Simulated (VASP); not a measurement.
# Rh (P4/nmm) in VASP: notebook, part 2 of 2

VASP 6.6.1. Earlier steps stand in the parts before.

## Step 3: Single point, PBE (atoms displaced along a vibrational mode)

INCAR reads:

```
SYSTEM = Rh
PREC     = Accurate       ! precision mode
ENCUT    = 520            ! plane-wave cutoff, eV
EDIFF    = 1E-6           ! SCF threshold, eV
ISMEAR   = 0              ! smearing method
SIGMA    = 0.15           ! smearing width, eV
LREAL    = .False.        ! projectors in reciprocal space
LASPH    = .True.         ! aspherical terms in the spheres
NELM     = 100            ! most SCF steps
ALGO     = Fast           ! electronic algorithm
ISIF     = 2              ! what is computed and relaxed
LWAVE    = .False.        ! write WAVECAR
LCHARG   = .False.        ! write CHGCAR
GGA      = PE             ! functional
NBANDS   = 22             ! bands
```

KPOINTS reads:

```
Automatic mesh
0
Gamma
  18 18 12
  0 0 0
```

POSCAR reads:

```
Rh
1.0
    0.0000000000     -1.9015500000     -1.9015500000
    0.0000000000      1.9015500000     -1.9015500000
    3.8031000000      0.0000000000      0.0000000000
Rh
2
Direct
    0.5000000000      0.5000000000      0.4506981147
    0.0000000000      0.0000000000      0.0493018853
```

Potentials or basis: VASP PAW PBE potentials, release 64 (Rh_pv).

Run with:

```sh
> cat potpaw_PBE.64/Rh_pv/POTCAR > POTCAR
> mpirun -np 1 vasp_std > vasp.out
```

OUTCAR:

```text
SYSTEM = Rh
   PREC = Accurate
   ENCUT = 520
   EDIFF = 1E-6
   ISMEAR = 0
   LREAL = .False.
   LASPH = .True.
   NELM = 100
   ISIF = 2
   GGA = PE

 ion  position               nearest neighbor table
   1  0.500  0.500  0.451-   2 2.44   2 2.44   2 2.44   2 2.44   2 2.97   2 2.97   2 2.97   2 2.97

   2  0.000  0.000  0.049-   1 2.44   1 2.44   1 2.44   1 2.44   1 2.97   1 2.97   1 2.97   1 2.97

  LATTYP: Found a simple tetragonal cell.
 ALAT       =     2.6891977995
 C/A-ratio  =     1.4142135624

  Lattice vectors:

 A1 = (   0.0000000000,  -1.9015500000,  -1.9015500000)
 A2 = (   0.0000000000,   1.9015500000,  -1.9015500000)
 A3 = (   3.8031000000,   0.0000000000,   0.0000000000)

Analysis of symmetry for initial positions (statically):
=====================================================================
 Subroutine PRICEL returns:
 Original cell was already a primitive cell.

 Routine SETGRP: Setting up the symmetry group for a
 simple tetragonal supercell.

 Subroutine GETGRP returns: Found 16 space group operations
 (whereof  8 operations were pure point group operations)
 out of a pool of 16 trial point group operations.

The static configuration has the point symmetry C_4v.
 The point group associated with its full space group is D_4h.

Analysis of symmetry for dynamics (positions and initial velocities):
=====================================================================
 Subroutine PRICEL returns:
 Original cell was already a primitive cell.

 Routine SETGRP: Setting up the symmetry group for a
 simple tetragonal supercell.

 Subroutine GETGRP returns: Found 16 space group operations
 (whereof  8 operations were pure point group operations)
 out of a pool of 16 trial point group operations.

The dynamic configuration has the point symmetry C_4v.
 The point group associated with its full space group is D_4h.

 Subroutine INISYM returns: Found 16 space group operations
 (whereof  8 operations are pure point group operations),
 and found     1 'primitive' translations

----------------------------------------------------------------------------------------

                                     Primitive cell

  volume of cell :      27.5032

  direct lattice vectors                    reciprocal lattice vectors
     0.000000000 -1.901550000 -1.901550000     0.000000000 -0.262943388 -0.262943388
     0.000000000  1.901550000 -1.901550000     0.000000000  0.262943388 -0.262943388
     3.803100000  0.000000000  0.000000000     0.262943388  0.000000000  0.000000000

  length of vectors
     2.689197800  2.689197800  3.803100000     0.371858106  0.371858106  0.262943388

  position of ions in fractional coordinates (direct lattice)
     0.500000000  0.500000000  0.450698115
     0.000000000  0.000000000  0.049301885

  ion indices of the primitive-cell ions
   primitive index   ion index
                 1           1
                 2           2

----------------------------------------------------------------------------------------

 KPOINTS: Automatic mesh

Automatic generation of k-mesh.
 Grid dimensions read from file:
 generate k-points for:   18   18   12

 Generating k-lattice:

  Cartesian coordinates                     Fractional coordinates (reciprocal lattice)
     0.000000000 -0.014607966 -0.014607966     0.055555556  0.000000000  0.000000000
     0.000000000  0.014607966 -0.014607966     0.000000000  0.055555556  0.000000000
     0.021911949  0.000000000  0.000000000     0.000000000  0.000000000  0.083333333

  Length of vectors
     0.020658784  0.020658784  0.021911949

  Shift w.r.t. Gamma in fractional coordinates (k-lattice)
     0.000000000  0.000000000  0.000000000

 Subroutine IBZKPT returns following result:
 ===========================================

 Found    385 irreducible k-points:

 Following reciprocal coordinates:
            Coordinates               Weight
  0.000000  0.000000  0.000000      1.000000
  0.055556  0.000000  0.000000      4.000000
  0.111111  0.000000  0.000000      4.000000
  0.166667  0.000000  0.000000      4.000000
  0.222222  0.000000  0.000000      4.000000
  0.277778  0.000000  0.000000      4.000000
[... 16 lines left out ...]
  0.277778  0.111111  0.000000      8.000000
  0.333333  0.111111  0.000000      8.000000
 [... further k-points ...]
   k-points           NKPTS =    385   k-points in BZ     NKDIM =    385   number of bands    NBANDS=     22
   number of dos      NEDOS =    301   number of ions     NIONS =      2
   total plane-waves  NPLWV =  11200
   dimension x,y,z NGX =    20 NGY =   20 NGZ =   28
   dimension x,y,z NGXF=    40 NGYF=   40 NGZF=   56
   ions per type =               2
   NGX,Y,Z   is equivalent  to a cutoff of  12.36, 12.36, 12.24 a.u.
   NGXF,Y,Z  is equivalent  to a cutoff of  24.73, 24.73, 24.48 a.u.
 SYSTEM =  Rh
   PREC   = accura    normal or accurate (medium, high low for compatibility)
   ISTART =      0    job   : 0-new  1-cont  2-samecut
   ICHARG =      2    charge: 1-file 2-atom 10-const
   ISPIN  =      1    spin polarized calculation?
   LNONCOLLINEAR =      F non collinear calculations
   LSORBIT =      F    spin-orbit coupling
   LASPH  =      T    aspherical Exc in radial PAW
   ENCUT  =  520.0 eV  38.22 Ry    6.18 a.u.   5.00  5.00  7.07*2*pi/ulx,y,z
   NELM   =    100;   NELMIN=  2; NELMDL= -5     # of ELM steps
   EDIFF  = 0.1E-05   stopping-criterion for ELM
   LREAL  =      F    real-space projection
   EDIFFG = 0.1E-04   stopping-criterion for IOM
   NSW    =      0    number of steps for IOM
   IBRION =     -1    ionic relax: 0-MD 1-quasi-New 2-CG
   NFREE  =      0    steps in history (QN), initial steepest desc. (CG)
   ISIF   =      2    stress and relaxation
   ISYM   =      2    0-nonsym 1-usesym 2-fastsym
   POTIM  = 0.5000    time-step for ionic-motion
   TEBEG  =    0.0;   TEEND  =   0.0 temperature during run
   PSTRESS=    0.0 pullay stress
   NELECT =      30.0000    total number of electrons
   NUPDOWN=      -1.0000    fix difference up-down
   EMIN   =  10.00;   EMAX   =-10.00  energy-range for DOS
   EFERMI =   0.00;   METHOD = LEGACY
   ISMEAR =     0;   SIGMA  =   0.15  broadening in eV -4-tet -1-fermi 0-gaus
   EFERMI_NEDOS =   21; number of points for ismear=-14 and -15
   IALGO  =     68    algorithm
   IMIX   =      4    mixing-type and parameters
     AMIX     =   0.40;   BMIX     =  1.00
     AMIX_MAG =   1.60;   BMIX_MAG =  1.00
  volume/ion in A,a.u.               =      13.75        92.80
  Fermi-wavevector in a.u.,A,eV,Ry     =   1.685211  3.184586 38.639656  2.839935
  Thomas-Fermi vector in A             =   2.768095
   LORBIT       =      0    0 simple, 1 ext, 2 COOP (PROOUT), +10 PAW based schemes
   GGA     = PE    functional components
   LHFCALC =     F    Hartree Fock is set to
   AEXX    =    0.0000 exact exchange contribution
   IVDW    =     0    specifies the selected vdW correction
   LEPSILON=     F    determine dielectric tensor
   LRPA    =     F    only Hartree local field effects (RPA)
 non-spin polarized calculation
 RMM-DIIS sequential band-by-band and
 Gauss-broadening in eV      SIGMA  =   0.15
  energy-cutoff  :      520.00
  volume of cell :       27.50
 maximum number of plane-waves:       776
   NGX = 11   NGY = 11   NGZ = 15

 number of electron      30.0000007 magnetization

 Free energy of the ion-electron system (eV)
  ---------------------------------------------------
  ext. energy  EPLUGINS =         0.00000000
  ---------------------------------------------------
  free energy    TOTEN  =       -13.70560936 eV

  energy without entropy =      -13.67096441  energy(sigma->0) =      -13.68828688

 E-fermi :  12.1255     XC(G=0): -13.9571

 val. band max:       12.1252539252   @ k =   0.3889   0.1667   0.0833
 cond. band min:      12.1296001953   @ k =   0.1667   0.0000   0.0000
 fundamental gap:      0.0043462701
 Fermi energy:        12.1254887804

 k-point     1 :       0.0000    0.0000    0.0000
  band No.  band energies     occupation
      1     -35.2293      2.00000
      2     -34.9682      2.00000
      3     -34.9682      2.00000
      4     -34.4795      2.00000
      5     -34.4795      2.00000
      6     -34.4381      2.00000
[... 14 lines left out ...]
     21      25.4268      0.00000
     22      28.3245      0.00000
[... 552 lines left out ...]
  band No.  band energies     occupation
      1     -35.2600      2.00000
      2     -35.2425      2.00000
      3     -34.8689      2.00000
      4     -34.6973      2.00000
      5     -34.5844      2.00000
      6     -34.4774      2.00000
[... 14 lines left out ...]
     21      28.1268      0.00000
     22      29.1140      0.00000

 [... further k-points ...]

------------------------ aborting loop because EDIFF is reached ----------------------------------------

  FORCE on cell =-STRESS in cart. coord.  units (eV):
  Direction    XX          YY          ZZ          XY          YZ          ZX
  --------------------------------------------------------------------------------------
  -------------------------------------------------------------------------------------
  Total        4.2940664      4.8800727      4.8800727     -0.0000000      0.0000000      0.0000000
  in kB      250.1474616    284.2847953    284.2847953     -0.0000000      0.0000000      0.0000000
  external PRESSURE =     272.9056841 kB  Pullay stress =       0.0000000 kB

 VOLUME and BASIS-vectors are now :
 -----------------------------------------------------------------------------
  energy-cutoff  :      520.00
  volume of cell :       27.50
      direct lattice vectors                 reciprocal lattice vectors
     0.000000000 -1.901550000 -1.901550000     0.000000000 -0.262943388 -0.262943388
     0.000000000  1.901550000 -1.901550000     0.000000000  0.262943388 -0.262943388
     3.803100000  0.000000000  0.000000000     0.262943388  0.000000000  0.000000000

 POSITION                                       TOTAL-FORCE (eV/Angst)
 -----------------------------------------------------------------------------------
      1.71405      0.00000     -1.90155         4.686165     -0.000000     -0.000000
      0.18750      0.00000      0.00000        -4.686165      0.000000      0.000000
 -----------------------------------------------------------------------------------
    total drift:                                0.000000      0.000000     -0.000000

  FREE ENERGIE OF THE ION-ELECTRON SYSTEM (eV)
  ---------------------------------------------------
  free  energy   TOTEN  =       -13.7056093573 eV

  energy  without entropy=      -13.6709644072  energy(sigma->0) =      -13.68828688
```

Wall time 4.6 min (1 thread of Intel Xeon 8259CL, shared host); peak memory 0.28 GiB.

What came out:

| Property | Result |
| --- | --- |
| Free energy | -13.7056 eV |
| Pressure | 27.3 GPa |
| Largest force | 4.686 eV/Å |
| Band gap on the k mesh | zero (bands 15 and 16 overlap by 1.52 eV) |

Forces in eV/Å, atoms in the order of the input:
```
Rh   4.686  0.000  0.000
Rh  -4.686  0.000  0.000
```

Stress tensor (GPa, compression positive):
```
25.01  0.00  0.00
 0.00 28.43  0.00
 0.00  0.00 28.43
```

Caveat: the cell differs from its parent crystal (atoms displaced along a vibrational mode); the cell stands under pressure; forces of over 1 eV/Å act on the atoms, so gaps and moduli don't describe the material at rest.

## Step 4: Single point, PBE (atoms displaced along a vibrational mode)

INCAR reads:

```
SYSTEM = Rh
  PREC = Accurate
  ENCUT = 520
  EDIFF = 1E-7
  ISMEAR = 0
  SIGMA = 0.15
  LREAL = .False.
  LASPH = .True.
  NELM = 80
  ALGO = Fast
  ISIF = 2
  LWAVE = .False.
  LCHARG = .False.
  GGA = PE
  NBANDS = 22
```

KPOINTS is that of step 3.

POSCAR reads:

```
Rh
1.0
    0.0000000000     -1.9015500000     -1.9015500000
    0.0000000000      1.9015500000     -1.9015500000
    3.8031000000      0.0000000000      0.0000000000
Rh
2
Direct
    0.5000000000      0.5000000000      0.4704188688
    0.0000000000      0.0000000000      0.0295811312
```

Run with:

```sh
> cat potpaw_PBE.64/Rh_pv/POTCAR > POTCAR
> mpirun -np 1 vasp_std > vasp.out
```

It took 4.9 min on 1 thread of Intel Xeon 8259CL, shared host; peak memory 0.28 GiB.

Results (log left out):

| Item | Value |
| --- | --- |
| Free energy | -14.2437 eV |
| Pressure | 13.4 GPa |
| Largest force | 2.559 eV/Å |
| Band gap on the k mesh | zero (bands 15 and 16 overlap by 1.82 eV) |

Forces in eV/Å, atoms in the order of the input:
```
Rh   2.559  0.000  0.000
Rh  -2.559  0.000  0.000
```

Levels at points of the mesh, in eV from the Fermi level:
```
           k point  band 11  band 12  band 13  band 14  band 15  band 16  band 17  band 18  band 19  band 20
(0.00, 0.00, 0.00)    -3.24    -3.07    -1.33    -1.18     0.52     0.87     0.87     3.65    11.72    13.31
(0.50, 0.00, 0.00)    -3.22    -3.22    -2.61    -2.61    -0.64    -0.64     2.96     2.96    11.90    11.90
(0.50, 0.50, 0.00)     0.41     0.41     0.79     0.79     0.84     0.84     3.23     3.23    11.72    11.72
(0.00, 0.00, 0.50)    -2.73    -2.18    -2.18    -0.98    -0.97    -0.97    -0.90     0.09    16.28    18.36
(0.50, 0.00, 0.50)    -3.15    -3.15     0.05     0.05     0.61     0.61     1.00     1.00     8.33     8.33
(0.50, 0.50, 0.50)    -3.21    -3.21    -1.13    -1.13     0.85     0.85     8.68     8.68    10.58    10.58
```

Caveat: the cell differs from its parent crystal (atoms displaced along a vibrational mode); the cell stands under pressure; forces of over 1 eV/Å act on the atoms, so gaps and moduli don't describe the material at rest.

## Step 5: Overview

```csv
cell,further INCAR settings,gap on the mesh (eV),pressure (GPa),largest force (eV/Å)
"as given, atomic positions A",ALGO = Fast; EDIFF = 1e-06; NBANDS = 22,none,48.4,7.00
"as given, atomic positions B",ALGO = Fast; EDIFF = 1e-06; NBANDS = 22,none,27.3,4.69
"as given, atomic positions C",ALGO = Fast; EDIFF = 1e-07; NBANDS = 22,none,13.4,2.56
```

Alike in all rows: task single point; level PBE; potentials or basis VASP PAW PBE potentials, release 64 (Rh_pv); no spin polarisation; k mesh 18 × 18 × 12; cutoff (eV) 520; smearing gaussian 0.15 eV.

Caveats: forces of over 1 eV/Å act on the atoms, so gaps and moduli don't describe the material at rest; the cell stands under pressure (at least some runs); the stress differs along the axes, from 38 to 53 GPa (at least some runs).

Absolute energies hang on the potentials; compare differences alone.
